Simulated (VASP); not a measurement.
CdTe:

```
CELL_PARAMETERS angstrom
0.00000 3.28211 3.28211
3.28211 0.00000 3.28211
3.28211 3.28211 0.00000
ATOMIC_POSITIONS crystal
Cd 0.00000 0.00000 0.00000
Te 0.25000 0.25000 0.25000
```

```yaml
Program: VASP 6.6.1
Task: relaxation of cell and atoms
Functional: PBE
Potentials_or_basis: VASP PAW PBE potentials, release 64 (Cd, Te)
Cutoff: 600 eV
k_mesh: 8 × 8 × 8
Occupations: gaussian, width 0.02 eV
Spin: no spin polarisation
```

At the start: pressure 1.0 GPa; volume 35.36 Å³/atom.

Task: Where does the relaxation end?

Result: Over 3 steps the energy falls by 2.9 meV/atom and the volume is 36.31 Å³/atom (+2.7 %); space group F-43m (No. 216, to 0.05 Å).

Step by step:
```tsv
step	energy change (eV)	largest force (eV/Å)	pressure (GPa)	volume (Å³)
1	0.0000	0.0000	1.00	70.71
2	-0.0056	0.0000	-0.18	72.99
3	-0.0058	0.0000	0.00	72.61
```

Final structure:
```
Cd Te
1.0
     0.00000    3.31126    3.31126
     3.31126    0.00000    3.31126
     3.31126    3.31126    0.00000
Cd Te
1 1
Direct
  0.00000 0.00000 0.00000
  0.25000 0.25000 0.25000
```
